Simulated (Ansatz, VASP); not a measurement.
Two plane-wave programs on SrCl2

```
Sr Cl
1.0
     0.00000    3.49765    3.49765
     3.49765    0.00000    3.49765
     3.49765    3.49765    0.00000
Sr Cl
1 2
Cartesian
  0.0000 0.0000 0.0000
  1.7488 1.7488 1.7488
  5.2465 5.2465 5.2465
```

Alike in both runs: task single point; functional r2SCAN; k mesh 6 × 6 × 6; no spin polarisation.

|  | VASP | Ansatz |
| --- | --- | --- |
| version | VASP 6.6.1 | Ansatz 0.2.0 |
| potentials or method | VASP PAW PBE potentials, release 64 (Sr_sv, Cl) | plane waves, PAW |
| plane-wave cutoff (eV) | 520 | 500 |
| occupations | gaussian, width 0.01 eV | fixed |
| valence electrons in the cell | 24 | 24 |

```csv
,VASP,Ansatz,Ansatz less VASP
gap on the k mesh at the Fermi level (eV),5.94,5.94,0.000
pressure (GPa),0.0,0.0,-0.04
```

VASP's potentials were made for PBE, not for r2SCAN.
